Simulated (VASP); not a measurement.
# Zn4SeS3 (Cm) in VASP: single point with r2SCAN

Aim: the single point of Zn4SeS3 with r2SCAN.

Everything below comes from runs of VASP 6.6.1. Logs are shortened: lines on timing, memory, paths and dates and some standing lists are left out, and cuts for length are marked.

## (1) The cell of the first run

The structure is monoclinic, space group Cm (No. 8). Conventional cell: a = 12.810 Å, b = 3.857 Å, c = 6.692 Å, α = 90.00°, β = 100.05°, γ = 90.00°. Zn (site symmetry m) has 3 S at 2.35 Å and 1 Se at 2.45 Å within 3.1 Å. Within 3.1 Å of Zn (site symmetry m) lie 3 S at 2.34 Å and 1 Se at 2.43 Å. Within 3.1 Å of Zn (site symmetry m) lie 4 S at 2.34 to 2.36 Å. Within 3.1 Å of Zn (site symmetry m) lie 2 S at 2.32 to 2.33 Å and 2 Se at 2.42 Å. Se (site symmetry m) has 4 Zn at 2.42 to 2.45 Å within 3.2 Å. S (site symmetry m) has 4 Zn at 2.34 to 2.36 Å within 3.1 Å. Within 3.1 Å of S (site symmetry m) lie 4 Zn at 2.32 to 2.34 Å. S (site symmetry m) has 4 Zn at 2.33 to 2.35 Å within 3.1 Å.

## (2) Single point, r2SCAN

Input file POSCAR:

```
Zn4SeS3
1.0
    0.0000000012      2.7273853103     -2.7273853078
   -2.7295646737     -5.4608631592     -2.7334778552
   -5.4632889659      2.7328335510      2.7328335510
Zn Se S
4 1 3
Direct
    0.7426559109      0.4853118217      0.2476083233
    0.0011224898      0.0022449796     -0.0096436625
    0.2516590592      0.5033181184      0.7508464660
    0.5047222157      0.0094444313      0.5118186466
    0.9366208225      0.8732416450      0.3115427416
    0.1862655991      0.3725311981      0.0588708586
    0.4375679916      0.8751359833      0.8128300230
    0.6893859112      0.3787718225      0.5661266033
```

Input file INCAR.step1:

```
SYSTEM = Zn4SeS3
PREC = Accurate
ENCUT = 550
ISMEAR = 0
SIGMA = 0.1
LREAL = .False.
LASPH = .True.
NELM = 120
NBANDS = 46
GGA = PE
ALGO = Normal
EDIFF = 1E-5
LWAVE = .True.
LCHARG = .False.
GGA_COMPAT = .False.
```

Input file INCAR.step2:

```
SYSTEM = Zn4SeS3
PREC = Accurate
ENCUT = 550
EDIFF = 1E-6
ISMEAR = 0
SIGMA = 0.1
LREAL = .False.
LASPH = .True.
NELM = 120
ALGO = Normal
ISIF = 2
LWAVE = .False.
LCHARG = .True.
METAGGA = R2SCAN
LMIXTAU = .True.
LELF = .True.
LVHAR = .True.
NBANDS = 46
ISTART = 1
GGA_COMPAT = .False.
```

Input file KPOINTS:

```
Automatic mesh
0
Gamma
  6 6 4
  0 0 0
```

Potentials or basis: VASP PAW PBE potentials, release 64 (Zn, Se, S).

The run is started by

```bash
$ cat potpaw_PBE.64/Zn/POTCAR potpaw_PBE.64/Se/POTCAR potpaw_PBE.64/S/POTCAR > POTCAR
$ cp INCAR.step1 INCAR
$ mpirun -np 1 vasp_std > vasp.out
$ cp INCAR.step2 INCAR
$ mpirun -np 1 vasp_std > vasp.out
```

OUTCAR:

```text
SYSTEM = Zn4SeS3
   PREC = Accurate
   ENCUT = 550
   EDIFF = 1E-6
   ISMEAR = 0
   LREAL = .False.
   LASPH = .True.
   NELM = 120
   ISIF = 2
   METAGGA = R2SCAN
   ISTART = 1

 ion  position               nearest neighbor table
   1  0.743  0.485  0.248-   8 2.35   6 2.35   6 2.35   5 2.45
   2  0.001  0.002  0.990-   6 2.34   7 2.34   7 2.34   5 2.43
   3  0.252  0.503  0.751-   7 2.34   8 2.35   8 2.35   6 2.36
   4  0.505  0.009  0.512-   7 2.32   8 2.33   5 2.42   5 2.42
   5  0.937  0.873  0.312-   4 2.42   4 2.42   2 2.43   1 2.45
   6  0.186  0.373  0.059-   2 2.34   1 2.35   1 2.35   3 2.36
   7  0.438  0.875  0.813-   4 2.32   2 2.34   2 2.34   3 2.34
   8  0.689  0.379  0.566-   4 2.33   1 2.35   3 2.35   3 2.35

  LATTYP: Found a base centered monoclinic cell.
 ALAT       =    12.8100172716
 B/A-ratio  =     0.3011007099
 C/A-ratio  =     0.5224119539
 COS(beta)  =    -0.1745414434

  Lattice vectors:

 A1 = (  -2.7295646725,  -2.7334778489,  -5.4608631630)
 A2 = (  -2.7295646737,  -5.4608631592,  -2.7334778552)
 A3 = (  -5.4632889659,   2.7328335510,   2.7328335510)

Analysis of symmetry for initial positions (statically):
=====================================================================
 Subroutine PRICEL returns:
 Original cell was already a primitive cell.

 Routine SETGRP: Setting up the symmetry group for a
 base centered monoclinic supercell.

 Subroutine GETGRP returns: Found  2 space group operations
 (whereof  2 operations were pure point group operations)
 out of a pool of  4 trial point group operations.

The static configuration has the point symmetry C_1h.

Analysis of symmetry for dynamics (positions and initial velocities):
=====================================================================
 Subroutine PRICEL returns:
 Original cell was already a primitive cell.

 Routine SETGRP: Setting up the symmetry group for a
 base centered monoclinic supercell.

 Subroutine GETGRP returns: Found  2 space group operations
 (whereof  2 operations were pure point group operations)
 out of a pool of  4 trial point group operations.

The dynamic configuration has the point symmetry C_1h.

 Subroutine INISYM returns: Found  2 space group operations
 (whereof  2 operations are pure point group operations),
 and found     1 'primitive' translations

----------------------------------------------------------------------------------------

                                     Primitive cell

  volume of cell :     162.7893

  direct lattice vectors                    reciprocal lattice vectors
     0.000000001  2.727385310 -2.727385308    -0.045786119  0.137559569 -0.229091963
    -2.729564674 -5.460863159 -2.733477855    -0.091572238 -0.091532394 -0.091532395
    -5.463288966  2.732833551  2.732833551    -0.137288666  0.045731352  0.045731352

  length of vectors
     3.857105294  6.689054562  6.692106153     0.271112764  0.158561765  0.151759319

  position of ions in fractional coordinates (direct lattice)
     0.742655911  0.485311822  0.247608323
     0.001122490  0.002244980  0.990356338
     0.251659059  0.503318118  0.750846466
     0.504722216  0.009444431  0.511818647
     0.936620822  0.873241645  0.311542742
     0.186265599  0.372531198  0.058870859
     0.437567992  0.875135983  0.812830023
     0.689385911  0.378771822  0.566126603

  ion indices of the primitive-cell ions
   primitive index   ion index
                 1           1
                 2           2
                 3           3
                 4           4
                 5           5
                 6           6
                 7           7
                 8           8

----------------------------------------------------------------------------------------

 KPOINTS: Automatic mesh

Automatic generation of k-mesh.
 Grid dimensions read from file:
 generate k-points for:    6    6    4

 Generating k-lattice:

  Cartesian coordinates                     Fractional coordinates (reciprocal lattice)
    -0.007631020  0.022926595 -0.038181994     0.166666667  0.000000000 -0.000000000
    -0.015262040 -0.015255399 -0.015255399    -0.000000000  0.166666667  0.000000000
    -0.034322167  0.011432838  0.011432838    -0.000000000 -0.000000000  0.250000000

  Length of vectors
     0.045185461  0.026426961  0.037939830

  Shift w.r.t. Gamma in fractional coordinates (k-lattice)
     0.000000000  0.000000000  0.000000000

 Subroutine IBZKPT returns following result:
 ===========================================

 Found     47 irreducible k-points:

 Following reciprocal coordinates:
            Coordinates               Weight
  0.000000  0.000000  0.000000      1.000000
  0.166667 -0.000000 -0.000000      4.000000
  0.333333  0.000000  0.000000      4.000000
  0.500000  0.000000  0.000000      2.000000
  0.000000  0.166667  0.000000      2.000000
  0.166667  0.166667 -0.000000      4.000000
[... 16 lines left out ...]
  0.500000  0.166667  0.250000      4.000000
 -0.333333  0.166667  0.250000      4.000000
 [... further k-points ...]
   k-points           NKPTS =     47   k-points in BZ     NKDIM =     47   number of bands    NBANDS=     46
   number of dos      NEDOS =    301   number of ions     NIONS =      8
   total plane-waves  NPLWV =  87480
   dimension x,y,z NGX =    30 NGY =   54 NGZ =   54
   dimension x,y,z NGXF=    60 NGYF=  108 NGZF=  108
   ions per type =               4   1   3
   NGX,Y,Z   is equivalent  to a cutoff of  12.93, 13.42, 13.41 a.u.
   NGXF,Y,Z  is equivalent  to a cutoff of  25.86, 26.84, 26.83 a.u.
 SYSTEM =  Zn4SeS3
   PREC   = accura    normal or accurate (medium, high low for compatibility)
   ISTART =      1    job   : 0-new  1-cont  2-samecut
   ICHARG =      0    charge: 1-file 2-atom 10-const
   ISPIN  =      1    spin polarized calculation?
   LNONCOLLINEAR =      F non collinear calculations
   LSORBIT =      F    spin-orbit coupling
   LASPH  =      T    aspherical Exc in radial PAW
   ENCUT  =  550.0 eV  40.42 Ry    6.36 a.u.   7.38 12.79 12.80*2*pi/ulx,y,z
   NELM   =    120;   NELMIN=  2; NELMDL=  0     # of ELM steps
   EDIFF  = 0.1E-05   stopping-criterion for ELM
   LREAL  =      F    real-space projection
   EDIFFG = 0.1E-04   stopping-criterion for IOM
   NSW    =      0    number of steps for IOM
   IBRION =     -1    ionic relax: 0-MD 1-quasi-New 2-CG
   NFREE  =      0    steps in history (QN), initial steepest desc. (CG)
   ISIF   =      2    stress and relaxation
   ISYM   =      2    0-nonsym 1-usesym 2-fastsym
   POTIM  = 0.5000    time-step for ionic-motion
   TEBEG  =    0.0;   TEEND  =   0.0 temperature during run
   PSTRESS=    0.0 pullay stress
   NELECT =      72.0000    total number of electrons
   NUPDOWN=      -1.0000    fix difference up-down
   EMIN   =  10.00;   EMAX   =-10.00  energy-range for DOS
   EFERMI =   0.00;   METHOD = LEGACY
   ISMEAR =     0;   SIGMA  =   0.10  broadening in eV -4-tet -1-fermi 0-gaus
   EFERMI_NEDOS =   21; number of points for ismear=-14 and -15
   IALGO  =     38    algorithm
   IMIX   =      4    mixing-type and parameters
     AMIX     =   0.40;   BMIX     =  1.00
     AMIX_MAG =   1.60;   BMIX_MAG =  1.00
  volume/ion in A,a.u.               =      20.35       137.32
  Fermi-wavevector in a.u.,A,eV,Ry     =   1.247318  2.357088 21.167960  1.555801
  Thomas-Fermi vector in A             =   2.381455
   LORBIT       =      0    0 simple, 1 ext, 2 COOP (PROOUT), +10 PAW based schemes
   METAGGA = R2SCAN    functional components
   LHFCALC =     F    Hartree Fock is set to
   AEXX    =    0.0000 exact exchange contribution
   IVDW    =     0    specifies the selected vdW correction
   LEPSILON=     F    determine dielectric tensor
   LRPA    =     F    only Hartree local field effects (RPA)
 non-spin polarized calculation
 Gauss-broadening in eV      SIGMA  =   0.10
  energy-cutoff  :      550.00
  volume of cell :      162.79
 maximum number of plane-waves:      4825
 NGX is ok and might be reduce to    30
   NGX = 15   NGY = 25   NGZ = 25

 number of electron      71.9999994 magnetization

 Free energy of the ion-electron system (eV)
  ---------------------------------------------------
  ext. energy  EPLUGINS =         0.00000000
  ---------------------------------------------------
  free energy    TOTEN  =       -81.44904380 eV

  energy without entropy =      -81.44904380  energy(sigma->0) =      -81.44904380

 E-fermi :   2.2958     XC(G=0): -10.2185

 val. band max:        1.8620404133   @ k =   0.0000   0.0000   0.0000
 cond. band min:       4.1977106403   @ k =   0.0000   0.0000   0.0000
 fundamental gap:      2.3356702269
 Fermi energy:         2.2958152476

 k-point     1 :       0.0000    0.0000    0.0000
  band No.  band energies     occupation
      1     -11.9877      2.00000
      2     -11.0851      2.00000
      3     -10.9689      2.00000
      4     -10.8403      2.00000
      5      -4.8583      2.00000
      6      -4.8575      2.00000
[... 38 lines left out ...]
     45       8.5114      0.00000
     46       9.0093      0.00000

 k-point     2 :       0.1667   -0.0000   -0.0000
  band No.  band energies     occupation
      1     -11.8379      2.00000
      2     -11.0317      2.00000
      3     -10.9338      2.00000
      4     -10.7874      2.00000
      5      -4.8561      2.00000
      6      -4.8259      2.00000
[... 38 lines left out ...]
     45       8.8562      0.00000
     46       9.0341      0.00000

 k-point     3 :       0.3333    0.0000    0.0000
  band No.  band energies     occupation
      1     -11.4585      2.00000
      2     -10.9204      2.00000
      3     -10.8820      2.00000
      4     -10.7180      2.00000
      5      -4.8151      2.00000
      6      -4.7582      2.00000
[... 1018 lines left out ...]
     45       9.3992      0.00000
     46       9.6888      0.00000

 k-point    24 :      -0.3333    0.1667    0.2500
  band No.  band energies     occupation
      1     -11.4289      2.00000
      2     -11.0206      2.00000
      3     -10.8421      2.00000
      4     -10.6838      2.00000
      5      -4.7957      2.00000
      6      -4.7652      2.00000
[... 38 lines left out ...]
     45       9.4533      0.00000
     46       9.4968      0.00000

 [... further k-points ...]

------------------------ aborting loop because EDIFF is reached ----------------------------------------

  FORCE on cell =-STRESS in cart. coord.  units (eV):
  Direction    XX          YY          ZZ          XY          YZ          ZX
  --------------------------------------------------------------------------------------
  -------------------------------------------------------------------------------------
  Total       -0.0935726     -0.0291040     -0.0291040      0.0309739     -0.0767020      0.0309718
  in kB       -0.9209442     -0.2864428     -0.2864428      0.3048460     -0.7549037      0.3048252
  external PRESSURE =      -0.4979433 kB  Pullay stress =       0.0000000 kB

 VOLUME and BASIS-vectors are now :
 -----------------------------------------------------------------------------
  energy-cutoff  :      550.00
  volume of cell :      162.79
      direct lattice vectors                 reciprocal lattice vectors
     0.000000001  2.727385310 -2.727385308    -0.045786119  0.137559569 -0.229091963
    -2.729564674 -5.460863159 -2.733477855    -0.091572238 -0.091532394 -0.091532395
    -5.463288966  2.732833551  2.732833551    -0.137288666  0.045731352  0.045731352

 POSITION                                       TOTAL-FORCE (eV/Angst)
 -----------------------------------------------------------------------------------
     -2.67745      0.05196     -2.67543        -0.001799     -0.003560     -0.003560
     -5.41673      2.69728      2.69728        -0.015601     -0.011499     -0.011499
     -5.47593     -0.01024     -0.01024         0.006761     -0.009217     -0.009217
     -2.82199      2.72371     -0.00367         0.005852      0.012182      0.012182
     -4.08562     -1.36273     -4.09012        -0.001672      0.002949      0.002949
     -1.33848     -1.36544     -1.36544         0.027628      0.004398      0.004398
     -6.82947     -1.36425     -1.36425         0.003601      0.004399      0.004399
     -4.12680      1.35893     -1.36846        -0.024770      0.000348      0.000348
 -----------------------------------------------------------------------------------
    total drift:                                0.001354     -0.025642     -0.019353

  FREE ENERGIE OF THE ION-ELECTRON SYSTEM (eV)
  ---------------------------------------------------
  free  energy   TOTEN  =       -81.4490437952 eV

  energy  without entropy=      -81.4490437952  energy(sigma->0) =      -81.44904380
```

Wall time 14 min (1 thread of Intel Xeon 6975P-C (Granite Rapids), shared host); peak memory 0.52 GiB.

What came out:

| Property | Result |
| --- | --- |
| Free energy | -81.4490 eV |
| Pressure | 0.0 GPa |
| Largest force | 0.028 eV/Å |
| Band gap on the k mesh | 2.34 eV |

Forces on the atoms (eV/Å):
```
Zn  -0.002 -0.004 -0.004
Zn  -0.016 -0.011 -0.011
Zn   0.007 -0.009 -0.009
Zn   0.006  0.012  0.012
Se  -0.002  0.003  0.003
S    0.028  0.004  0.004
S    0.004  0.004  0.004
S   -0.025  0.000  0.000
```

Stress tensor (GPa, compression positive):
```
-0.09  0.03  0.03
 0.03 -0.03 -0.08
 0.03 -0.08 -0.03
```

Caveat: the PAW data sets were made with another functional, which shifts forces and pressure a little. A k mesh can miss the band edges.
